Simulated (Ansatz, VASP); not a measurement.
## Si: VASP beside Ansatz

```
CELL_PARAMETERS angstrom
3.82011 0.00000 0.00000
-1.91006 3.30831 0.00000
0.00000 0.00000 9.35513
ATOMIC_POSITIONS crystal
Si 0.00000 0.00000 0.99999
Si 0.00000 0.00000 0.25001
Si 0.33333 0.66667 0.33332
Si 0.33333 0.66667 0.58334
Si 0.66667 0.33333 0.66666
Si 0.66667 0.33333 0.91668
```

Alike in both runs: functional LDA; k mesh 8 × 8 × 4; occupations gaussian, width 0.03 eV; no spin polarisation.

Ansatz relaxed the structure, and its values are those at the end. VASP's run is a single point on that final structure, the one shown.

|  | VASP | Ansatz |
| --- | --- | --- |
| version | VASP 6.6.1 | Ansatz 0.2.0 |
| potentials or method | VASP PAW LDA potentials, release 64 (Si) | scalar-relativistic, plane waves, PAW |
| plane-wave cutoff (eV) | 520 | 420 |
| valence electrons in the cell | 24 | 24 |

```csv
,VASP,Ansatz,Ansatz less VASP
pressure (GPa),0.0,0.0,-0.04
```

LDA's correlation is that of Perdew and Zunger in VASP and of Perdew and Wang (1992) in Ansatz.
